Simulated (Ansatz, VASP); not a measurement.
AlO2: VASP beside Ansatz

File INCAR:

```
PREC = Accurate
ENCUT = 520
EDIFF = 1E-7
ISMEAR = -1
SIGMA = 0.05
LREAL = False
LASPH = True
NELM = 100
ALGO = Normal
ISIF = 2
LWAVE = False
LCHARG = False
GGA = PE
NBANDS = 24
```

File KPOINTS:

```
regular mesh
0
Gamma
  9 9 7
```

The input POSCAR:

```
AlO2
1.0
    1.5173490570     -5.5087978042      0.0000000000
    1.5173490570      5.5087978042      0.0000000000
    0.0000000000      0.0000000000      3.7181323536
Al O
2 4
Direct
    0.6681330000      0.3318670000      0.7500000000
    0.3318670000      0.6681330000      0.2500000000
    0.0610720000      0.9389280000      0.7500000000
    0.9389280000      0.0610720000      0.2500000000
    0.2941840000      0.7058160000      0.7500000000
    0.7058160000      0.2941840000      0.2500000000
```

input.yaml

```yaml
crystal:
  lattice:
    - [1.517349057, -5.5087978042, 0.0]
    - [1.517349057, 5.5087978042, 0.0]
    - [0.0, 0.0, 3.7181323536]
  atoms:
    - { symbol: Al, position: [0.668133, 0.331867, 0.75] }
    - { symbol: Al, position: [0.331867, 0.668133, 0.25] }
    - { symbol: O, position: [0.061072, 0.938928, 0.75] }
    - { symbol: O, position: [0.938928, 0.061072, 0.25] }
    - { symbol: O, position: [0.294184, 0.705816, 0.75] }
    - { symbol: O, position: [0.705816, 0.294184, 0.25] }
hamiltonian:
  xc: pbe
  pseudopotentials: { kind: paw }
kpoints:
  mp_grid: { grid: [9, 9, 7] }
scf:
  occupations: { method: fermi_dirac, width: 0.05 }
output:
  forces: true
  stress: true
  eigenvalues: true
```

Alike in both runs: task single point; functional PBE; k mesh 9 × 9 × 7; occupations fermi-dirac, width 0.05 eV; no spin polarisation.

```csv
,VASP,Ansatz
version,VASP 6.6.1,Ansatz 0.2.0
potentials or method,"VASP PAW PBE potentials, release 64 (Al, O)",Ansatz PAW
plane-wave cutoff (eV),520,420
valence electrons in the cell,30,30
```

Ansatz gave:

- gap on the k mesh at the Fermi level (eV): none
- pressure (GPa): -10.3
- traceless stress, the component that is largest in VASP (GPa): -1.24
- rms of the force components (eV/Å): 0.102

Task: Estimate VASP's values.

Result: gap on the k mesh at the Fermi level (eV): none; pressure (GPa): -10.5; traceless stress, the component that is largest in VASP (GPa): -1.12; rms of the force components (eV/Å): 0.104.

Atom by atom the forces differ by 0.004 eV/Å (rms over components). A gap of «none» marks a metal or a gap that the smearing closes. The functional is the same, so the differences come from potentials, cutoffs and numerics.
